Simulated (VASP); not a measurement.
# InSb3 (R-3m) in VASP: a series of runs

The runs below take InSb3 through single point, with PBE.

Everything below comes from runs of VASP 6.6.1. Logs are shortened: lines on timing, memory, paths and dates and some standing lists are left out, and cuts for length are marked.

**1. The cell of the first run**

It takes space group R-3m (No. 166, trigonal). The conventional cell has a = 6.445 Å, b = 6.445 Å, c = 8.477 Å, α = 90.00°, β = 90.00°, γ = 120.00°. In (site symmetry -3m) has 12 Sb at 3.22 to 3.38 Å within 4.2 Å. Sb (site symmetry 2/m) has 4 In at 3.22 to 3.38 Å and 8 Sb at 3.22 to 3.38 Å within 4.2 Å.

**2. Single point, PBE**

Input file INCAR:

```
PREC = Accurate
ENCUT = 520
EDIFF = 1E-6
ISMEAR = 0
SIGMA = 0.15
LREAL = False
LASPH = True
NELM = 60
ALGO = Normal
ISIF = 2
LWAVE = False
LCHARG = False
GGA = PE
NBANDS = 22
```

Input file KPOINTS:

```
regular mesh
0
Gamma
  8 8 8
```

Input file POSCAR:

```
InSb3
1.0
    4.6694468200      0.1124036941      0.1124036941
    0.1124036941      4.6694468200      0.1124036941
    0.1124036941      0.1124036941      4.6694468200
In Sb
1 3
Direct
    0.0000000000      0.0000000000      0.0000000000
    0.5000000000      0.0000000000      0.5000000000
    0.0000000000      0.5000000000      0.5000000000
    0.5000000000      0.5000000000      0.0000000000
```

Potentials or basis: VASP PAW PBE potentials, release 64 (In_d, Sb).

Command:

```console
cat potpaw_PBE.64/In_d/POTCAR potpaw_PBE.64/Sb/POTCAR > POTCAR
mpirun -np 1 vasp_std > vasp.out
```

OUTCAR:

```text
PREC = Accurate
   ENCUT = 520
   EDIFF = 1E-6
   ISMEAR = 0
   LREAL = False
   LASPH = True
   NELM = 60
   ISIF = 2
   GGA = PE

 ion  position               nearest neighbor table
   1  0.000  0.000  0.000-   2 3.22   3 3.22   3 3.22   4 3.22   2 3.22   4 3.22   2 3.38   3 3.38
                             3 3.38   4 3.38   2 3.38   4 3.38
   2  0.500  0.000  0.500-   1 3.22   4 3.22   3 3.22   4 3.22   1 3.22   3 3.22   1 3.38   4 3.38
                             3 3.38   4 3.38   1 3.38   3 3.38
   3  0.000  0.500  0.500-   1 3.22   4 3.22   1 3.22   2 3.22   2 3.22   4 3.22   1 3.38   1 3.38
                             2 3.38   4 3.38   4 3.38   2 3.38
   4  0.500  0.500  0.000-   2 3.22   3 3.22   1 3.22   2 3.22   1 3.22   3 3.22   1 3.38   2 3.38
                             2 3.38   3 3.38   3 3.38   1 3.38

  LATTYP: Found a trigonal (rhomboedric) cell.
 ALAT       =     4.6721518368
 COS(alpha) =     0.0486673965

  Lattice vectors:

 A1 = (   4.6694468200,   0.1124036941,   0.1124036941)
 A2 = (   0.1124036941,   4.6694468200,   0.1124036941)
 A3 = (   0.1124036941,   0.1124036941,   4.6694468200)

Analysis of symmetry for initial positions (statically):
=====================================================================
 Subroutine PRICEL returns:
 Original cell was already a primitive cell.

 Routine SETGRP: Setting up the symmetry group for a
 trigonal (rhombohedral) supercell.

 Subroutine GETGRP returns: Found 12 space group operations
 (whereof 12 operations were pure point group operations)
 out of a pool of 12 trial point group operations.

The static configuration has the point symmetry D_3d.

Analysis of symmetry for dynamics (positions and initial velocities):
=====================================================================
 Subroutine PRICEL returns:
 Original cell was already a primitive cell.

 Routine SETGRP: Setting up the symmetry group for a
 trigonal (rhombohedral) supercell.

 Subroutine GETGRP returns: Found 12 space group operations
 (whereof 12 operations were pure point group operations)
 out of a pool of 12 trial point group operations.

The dynamic configuration has the point symmetry D_3d.

 Subroutine INISYM returns: Found 12 space group operations
 (whereof 12 operations are pure point group operations),
 and found     1 'primitive' translations

----------------------------------------------------------------------------------------

                                     Primitive cell

  volume of cell :     101.6372

  direct lattice vectors                    reciprocal lattice vectors
     4.669446820  0.112403694  0.112403694     0.214400767 -0.005039772 -0.005039772
     0.112403694  4.669446820  0.112403694    -0.005039772  0.214400767 -0.005039772
     0.112403694  0.112403694  4.669446820    -0.005039772 -0.005039772  0.214400767

  length of vectors
     4.672151837  4.672151837  4.672151837     0.214519200  0.214519200  0.214519200

  position of ions in fractional coordinates (direct lattice)
     0.000000000  0.000000000  0.000000000
     0.500000000  1.000000000  0.500000000
     1.000000000  0.500000000  0.500000000
     0.500000000  0.500000000  1.000000000

  ion indices of the primitive-cell ions
   primitive index   ion index
                 1           1
                 2           2
                 3           3
                 4           4

----------------------------------------------------------------------------------------

 KPOINTS: regular mesh

Automatic generation of k-mesh.
 Grid dimensions read from file:
 generate k-points for:    8    8    8

 Generating k-lattice:

  Cartesian coordinates                     Fractional coordinates (reciprocal lattice)
     0.026800096 -0.000629972 -0.000629972     0.125000000 -0.000000000 -0.000000000
    -0.000629972  0.026800096 -0.000629972    -0.000000000  0.125000000 -0.000000000
    -0.000629972 -0.000629972  0.026800096    -0.000000000 -0.000000000  0.125000000

  Length of vectors
     0.026814900  0.026814900  0.026814900

  Shift w.r.t. Gamma in fractional coordinates (k-lattice)
     0.000000000  0.000000000  0.000000000

 Subroutine IBZKPT returns following result:
 ===========================================

 Found     65 irreducible k-points:

 Following reciprocal coordinates:
            Coordinates               Weight
  0.000000  0.000000  0.000000      1.000000
  0.125000 -0.000000 -0.000000      6.000000
  0.250000 -0.000000 -0.000000      6.000000
  0.375000 -0.000000 -0.000000      6.000000
  0.500000 -0.000000 -0.000000      3.000000
  0.125000  0.125000 -0.000000      6.000000
[... 16 lines left out ...]
  0.250000  0.125000  0.125000      6.000000
  0.375000  0.125000  0.125000      6.000000
 [... further k-points ...]
   k-points           NKPTS =     65   k-points in BZ     NKDIM =     65   number of bands    NBANDS=     22
   number of dos      NEDOS =    301   number of ions     NIONS =      4
   total plane-waves  NPLWV =  46656
   dimension x,y,z NGX =    36 NGY =   36 NGZ =   36
   dimension x,y,z NGXF=    72 NGYF=   72 NGZF=   72
   ions per type =               1   3
   NGX,Y,Z   is equivalent  to a cutoff of  12.81, 12.81, 12.81 a.u.
   NGXF,Y,Z  is equivalent  to a cutoff of  25.62, 25.62, 25.62 a.u.
 SYSTEM =  unknown system
   PREC   = accura    normal or accurate (medium, high low for compatibility)
   ISTART =      0    job   : 0-new  1-cont  2-samecut
   ICHARG =      2    charge: 1-file 2-atom 10-const
   ISPIN  =      1    spin polarized calculation?
   LNONCOLLINEAR =      F non collinear calculations
   LSORBIT =      F    spin-orbit coupling
   LASPH  =      T    aspherical Exc in radial PAW
   ENCUT  =  520.0 eV  38.22 Ry    6.18 a.u.   8.69  8.69  8.69*2*pi/ulx,y,z
   NELM   =     60;   NELMIN=  2; NELMDL= -5     # of ELM steps
   EDIFF  = 0.1E-05   stopping-criterion for ELM
   LREAL  =      F    real-space projection
   EDIFFG = 0.1E-04   stopping-criterion for IOM
   NSW    =      0    number of steps for IOM
   IBRION =     -1    ionic relax: 0-MD 1-quasi-New 2-CG
   NFREE  =      0    steps in history (QN), initial steepest desc. (CG)
   ISIF   =      2    stress and relaxation
   ISYM   =      2    0-nonsym 1-usesym 2-fastsym
   POTIM  = 0.5000    time-step for ionic-motion
   TEBEG  =    0.0;   TEEND  =   0.0 temperature during run
   PSTRESS=    0.0 pullay stress
   NELECT =      28.0000    total number of electrons
   NUPDOWN=      -1.0000    fix difference up-down
   EMIN   =  10.00;   EMAX   =-10.00  energy-range for DOS
   EFERMI =   0.00;   METHOD = LEGACY
   ISMEAR =     0;   SIGMA  =   0.15  broadening in eV -4-tet -1-fermi 0-gaus
   EFERMI_NEDOS =   21; number of points for ismear=-14 and -15
   IALGO  =     38    algorithm
   IMIX   =      4    mixing-type and parameters
     AMIX     =   0.40;   BMIX     =  1.00
     AMIX_MAG =   1.60;   BMIX_MAG =  1.00
  volume/ion in A,a.u.               =      25.41       171.47
  Fermi-wavevector in a.u.,A,eV,Ry     =   1.065230  2.012992 15.438724  1.134714
  Thomas-Fermi vector in A             =   2.200774
   LORBIT       =      0    0 simple, 1 ext, 2 COOP (PROOUT), +10 PAW based schemes
   GGA     = PE    functional components
   LHFCALC =     F    Hartree Fock is set to
   AEXX    =    0.0000 exact exchange contribution
   IVDW    =     0    specifies the selected vdW correction
   LEPSILON=     F    determine dielectric tensor
   LRPA    =     F    only Hartree local field effects (RPA)
 non-spin polarized calculation
 Gauss-broadening in eV      SIGMA  =   0.15
  energy-cutoff  :      520.00
  volume of cell :      101.64
 maximum number of plane-waves:      2762
   NGX = 17   NGY = 17   NGZ = 17

 number of electron      27.9999990 magnetization

 Free energy of the ion-electron system (eV)
  ---------------------------------------------------
  ext. energy  EPLUGINS =         0.00000000
  ---------------------------------------------------
  free energy    TOTEN  =       -14.03312347 eV

  energy without entropy =      -14.00766124  energy(sigma->0) =      -14.02039235

 E-fermi :   8.9080     XC(G=0): -10.4554

 val. band max:        8.9055928220   @ k =   0.3750   0.2500   0.1250
 cond. band min:       8.9235141408   @ k =  -0.2500   0.2500   0.0000
 fundamental gap:      0.0179213188
 Fermi energy:         8.9079845846

 k-point     1 :       0.0000    0.0000    0.0000
  band No.  band energies     occupation
      1      -5.6632      2.00000
      2      -5.6632      2.00000
      3      -5.6424      2.00000
      4      -5.6336      2.00000
      5      -5.6336      2.00000
      6      -3.8805      2.00000
[... 14 lines left out ...]
     21      13.5466      0.00000
     22      14.5893      0.00000

 k-point     2 :       0.1250   -0.0000   -0.0000
  band No.  band energies     occupation
      1      -5.6622      2.00000
      2      -5.6606      2.00000
      3      -5.6441      2.00000
      4      -5.6358      2.00000
      5      -5.6338      2.00000
      6      -3.7764      2.00000
[... 14 lines left out ...]
     21      14.1456      0.00000
     22      14.7035      0.00000

 k-point     3 :       0.2500   -0.0000   -0.0000
  band No.  band energies     occupation
      1      -5.6600      2.00000
      2      -5.6555      2.00000
      3      -5.6481      2.00000
      4      -5.6408      2.00000
      5      -5.6331      2.00000
      6      -3.4678      2.00000
[... 14 lines left out ...]
     21      14.8530      0.00000
     22      15.1237      0.00000
[... 476 lines left out ...]
 k-point    23 :       0.2500    0.1250    0.1250
  band No.  band energies     occupation
      1      -5.6594      2.00000
      2      -5.6585      2.00000
      3      -5.6527      2.00000
      4      -5.6401      2.00000
      5      -5.6342      2.00000
      6      -3.3113      2.00000
[... 14 lines left out ...]
     21      15.5627      0.00000
     22      15.5832      0.00000

 k-point    24 :       0.3750    0.1250    0.1250
  band No.  band energies     occupation
      1      -5.6641      2.00000
      2      -5.6603      2.00000
      3      -5.6498      2.00000
      4      -5.6426      2.00000
      5      -5.6304      2.00000
      6      -2.8422      2.00000
[... 14 lines left out ...]
     21      14.6828      0.00000
     22      15.5903      0.00000

 [... further k-points ...]
[... 5 lines left out ...]
  --------------------------------------------------------------------------------------
  -------------------------------------------------------------------------------------
  Total        3.8762514      3.8762514      3.8762514     -0.8147869     -0.8147869     -0.8147869
  in kB       61.1040107     61.1040107     61.1040107    -12.8440447    -12.8440447    -12.8440447
  external PRESSURE =      61.1040107 kB  Pullay stress =       0.0000000 kB

 VOLUME and BASIS-vectors are now :
 -----------------------------------------------------------------------------
  energy-cutoff  :      520.00
  volume of cell :      101.64
      direct lattice vectors                 reciprocal lattice vectors
     4.669446820  0.112403694  0.112403694     0.214400767 -0.005039772 -0.005039772
     0.112403694  4.669446820  0.112403694    -0.005039772  0.214400767 -0.005039772
     0.112403694  0.112403694  4.669446820    -0.005039772 -0.005039772  0.214400767

 POSITION                                       TOTAL-FORCE (eV/Angst)
 -----------------------------------------------------------------------------------
      0.00000      0.00000      0.00000         0.000000     -0.000000      0.000000
      2.39093      0.11240      2.39093        -0.000000     -0.000000     -0.000000
      0.11240      2.39093      2.39093         0.000000      0.000000      0.000000
      2.39093      2.39093      0.11240         0.000000      0.000000      0.000000
 -----------------------------------------------------------------------------------
    total drift:                                0.000000     -0.000000     -0.000000

  FREE ENERGIE OF THE ION-ELECTRON SYSTEM (eV)
  ---------------------------------------------------
  free  energy   TOTEN  =       -14.0331234724 eV

  energy  without entropy=      -14.0076612367  energy(sigma->0) =      -14.02039235
```

Run time: 2.2 min. Hardware: 1 thread of Intel Xeon 8259CL, shared host; peak memory 0.29 GiB.

Results:

| Quantity | Value |
| --- | --- |
| Free energy | -14.0331 eV |
| Pressure | 6.1 GPa |
| Band gap on the k mesh | zero (bands 14 and 15 overlap by 4.55 eV) |

Caveat: the cell stands under pressure; spin-orbit coupling is left out, which moves the levels of the heavy elements.

(Continued in part 2 of 2.)
